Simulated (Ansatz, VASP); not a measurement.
# In in VASP and in Ansatz

The input POSCAR:

```
In
1.0
   -1.9105867664      1.9105867664      1.9105867664
    1.9105867664     -1.9105867664      1.9105867664
    1.9105867664      1.9105867664     -1.9105867664
In
1
Direct
    0.0000000000      0.0000000000      0.0000000000
```

The input INCAR.step1:

```
ALGO = Normal
EDIFF = 1E-4
ENCUT = 520
GGA = PE
ISMEAR = 0
LASPH = True
LCHARG = False
LREAL = False
LWAVE = True
NBANDS = 12
NELM = 60
PREC = Accurate
SIGMA = 0.05
```

File INCAR.step2:

```
ALGO = Normal
EDIFF = 1E-6
ENCUT = 520
ISIF = 2
ISMEAR = 0
ISTART = 1
LASPH = True
LCHARG = True
LELF = True
LMIXTAU = True
LREAL = False
LVHAR = True
LWAVE = False
METAGGA = R2SCAN
NBANDS = 12
NELM = 60
PREC = Accurate
SIGMA = 0.05
```

KPOINTS

```
k-points
0
Gamma
  16 16 16
```

Input for Ansatz:

```yaml
crystal:
  lattice:
    - [-1.9105867664, 1.9105867664, 1.9105867664]
    - [1.9105867664, -1.9105867664, 1.9105867664]
    - [1.9105867664, 1.9105867664, -1.9105867664]
  atoms:
    - { symbol: In, position: [0.0, 0.0, 0.0] }
basis:
  ecutwfc: 500
  ecutrho_ratio: 4
kpoints:
  mp_grid: { grid: [16, 16, 16] }
hamiltonian:
  xc: r2scan
scf:
  occupations: { method: gaussian, width: 0.05 }
output:
  forces: true
  stress: true
  eigenvalues: true
```

Alike in both runs: task single point; functional r2SCAN; k mesh 16 × 16 × 16; occupations gaussian, width 0.05 eV; no spin polarisation.

```csv
,VASP,Ansatz
version,VASP 6.6.1,Ansatz 0.2.0
potentials or method,"VASP PAW PBE potentials, release 64 (In_d), cutoff 520 eV","scalar-relativistic, plane waves, PAW"
valence electrons in the cell,13,13
```

|  | VASP | Ansatz | Ansatz less VASP |
| --- | --- | --- | --- |
| gap on the k mesh at the Fermi level (eV) | none | none | - |
| pressure (GPa) | -1.5 | -1.5 | -0.01 |

VASP's potentials were made for PBE, not for r2SCAN. A gap of «none» marks a metal or a gap that the smearing closes.
